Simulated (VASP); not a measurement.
Set up this calculation in VASP 6.6.1, as the native input.

* Task: single point
* Functional: PBE
* Potentials or basis: VASP PAW PBE potentials, release 64 (Bi_d)
* Cutoff: 520 eV
* k mesh: 6 × 6 × 6
* Occupations: gaussian, width 0.1 eV
* Spin: no spin polarisation
* Dipole correction: no
* Further INCAR settings: ALGO = Fast; EDIFF = 1e-07; NBANDS = 14

The structure of Bi lies in POSCAR:

```
Bi
1.0
    0.0000000000      2.6228611384      2.6228611384
    2.6228611384      0.0000000000      2.6228611384
    2.6228611384      2.6228611384      0.0000000000
Bi
1
Direct
    0.0000000000      0.0000000000      0.0000000000
```

The input as run:

INCAR

```
PREC     = Accurate       # precision mode
ENCUT    = 520            # plane-wave cutoff, eV
EDIFF    = 1E-7           # SCF threshold, eV
ISMEAR   = 0              # smearing method
SIGMA    = 0.1            # smearing width, eV
LREAL    = F              # projectors in reciprocal space
LASPH    = T              # aspherical terms in the spheres
NELM     = 60             # most SCF steps
ALGO     = Fast           # electronic algorithm
ISIF     = 2              # what is computed and relaxed
LWAVE    = F              # write WAVECAR
LCHARG   = T              # write CHGCAR
GGA      = PE             # functional
LELF     = T              # ELF
LVHAR    = T            
NBANDS   = 14             # bands
```

KPOINTS

```
regular mesh
0
Gamma
  6 6 6
```

Potentials or basis: VASP PAW PBE potentials, release 64 (Bi_d).

Launch:

```sh
$ cat potpaw_PBE.64/Bi_d/POTCAR > POTCAR
$ mpirun -np 1 vasp_std > vasp.out
```

Results of the run:

The pressure is -5.3 GPa.

Run time: 13 s on 1 thread of Intel(R) Xeon(R) Platinum 8488C (Sapphire Rapids), on a shared host, peak memory 0.14 GiB.
